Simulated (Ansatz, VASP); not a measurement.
**One calculation of Ga, two programs**

```xyz
2
Lattice="1.3830 -4.0265 0.0000 1.3830 4.0265 0.0000 -0.1174 0.0000 3.2633" Properties=species:S:1:pos:R:3 pbc="T T T"
Ga    1.3536   -2.9716    0.8158
Ga    1.2949    2.9716    2.4475
```

Change from the starting cell: zz strain of -2 %, crystal datasets.

Alike in both runs: task electric field gradients; functional PBEsol; k mesh 14 × 14 × 11; occupations fermi-dirac, width 0.03 eV; no spin polarisation.

|  | VASP | Ansatz |
| --- | --- | --- |
| version | VASP 6.6.1 | Ansatz 0.2.0 |
| potentials or method | VASP PAW PBE potentials, release 64 (Ga_d), cutoff 520 eV | all-electron PAW with datasets made for the crystal, scalar-relativistic |

Ansatz gave:

- pressure (GPa): -0.7
- traceless stress, the component that is largest in VASP (GPa): 0.30
- rms of the force components (eV/Å): 0.121
- size of Vzz on the site where it differs most (V/Å²): 26.0

Task: What did VASP give for the same quantities?

Result: Pressure (GPa): -0.7; traceless stress, the component that is largest in VASP (GPa): 0.28; rms of the force components (eV/Å): 0.121; size of Vzz on the site where it differs most (V/Å²): 24.4.

VASP's potentials were made for PBE, not for PBEsol. Atom by atom the forces differ by 0.000 eV/Å (rms over components). Ansatz ran all-electron here, and VASP with PAW potentials.
